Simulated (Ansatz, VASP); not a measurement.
One calculation of TiH6, two programs

```
Ti H
1.0
     3.73319    0.00000    0.00000
    -1.86660    3.23304    0.00000
     0.00000    0.00000    2.77695
Ti H
1 6
Cartesian
  0.0000 0.0000 1.3885
  1.8666 0.0000 1.3885
  -0.9333 1.6165 1.3885
  0.9333 1.6165 1.3885
  1.8666 0.0000 0.0000
  -0.9333 1.6165 0.0000
  0.9333 1.6165 0.0000
```

Alike in both runs: functional PBE; k mesh 6 × 6 × 4; occupations gaussian, width 0.1 eV; no spin polarisation.

Ansatz relaxed the structure, and its values are those at the end. VASP's run is a single point on that final structure, the one shown.

|  | VASP | Ansatz |
| --- | --- | --- |
| version | VASP 6.6.1 | Ansatz 0.2.0 |
| potentials or method | VASP PAW PBE potentials, release 64 (Ti_sv, H), cutoff 500 eV | scalar-relativistic, plane waves, PAW |
| valence electrons in the cell | 18 | 18 |

|  | VASP | Ansatz | Ansatz less VASP |
| --- | --- | --- | --- |
| gap on the k mesh at the Fermi level (eV) | none | none | - |
| pressure (GPa) | -0.2 | 0.1 | +0.31 |

A gap of «none» marks a metal or a gap that the smearing closes.

The k mesh is coarse, so the values compare programs but aren't converged.
